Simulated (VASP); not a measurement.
Input of a VASP 6.6.1 run:

Contents of INCAR:

```
PREC = Accurate
ENCUT = 750
EDIFF = 1E-7
ISMEAR = 0
SIGMA = 0.1
LREAL = F
LASPH = T
NELM = 200
ALGO = Normal
ISIF = 3
LWAVE = F
LCHARG = F
GGA = PE
IBRION = 2
NSW = 100
EDIFFG = -0.01
GGA_COMPAT = F
NELMIN = 4
LMAXMIX = 6
```

File KPOINTS:

```
regular mesh
0
Gamma
  8 8 8
```

The input POSCAR:

```
LiTmH4
1.0
    2.7379814244     -3.2632224875      0.0000000000
    2.7379814244      3.2632224875      0.0000000000
    0.0000000000      0.0000000000      3.5989980893
Li Tm H
1 1 4
Direct
    0.5000000000      0.5000000000      0.5000000000
    0.0000000000      0.0000000000      0.0000000000
    0.6711126098      0.3288873902      0.0000000000
    0.1940909076      0.1940909076      0.5000000000
    0.8059090924      0.8059090924      0.5000000000
    0.3288873902      0.6711126098      0.0000000000
```

Potentials or basis: VASP PAW PBE potentials, release 64 (Li_sv, Tm_3, H), 4f in core.

Launch:

```console
$ cat potpaw_PBE.64/Li_sv/POTCAR potpaw_PBE.64/Tm_3/POTCAR potpaw_PBE.64/H/POTCAR > POTCAR
$ mpirun -np 1 vasp_std > vasp.out
```

What does it give for the space group after relaxing (to 0.1 Å)?

Cmmm (No. 65).

Predict the relaxed cell.

a = 4.216 Å, b = 4.216 Å, c = 3.633 Å, α = 90.00°, β = 90.00°, γ = 100.66°.

What does it give for the band gap on the k mesh?

Zero (bands 8 and 9 overlap by 0.17 eV).

What does it give for the relaxed volume?

10.57 Å³/atom.

Forces on the atoms (eV/Å):
```
Li   0.000  0.000  0.000
Tm   0.000  0.000  0.000
H    0.000  0.003  0.000
H   -0.003  0.000  0.000
H    0.003  0.000  0.000
H    0.000 -0.003  0.000
```

Caveat: spin-orbit coupling is left out, which moves the levels of the heavy elements; the 4f electrons are frozen in the core, so they carry no moment and show no levels. Spin polarisation is off, so any magnetic state and its effect on volume and gap are missing.
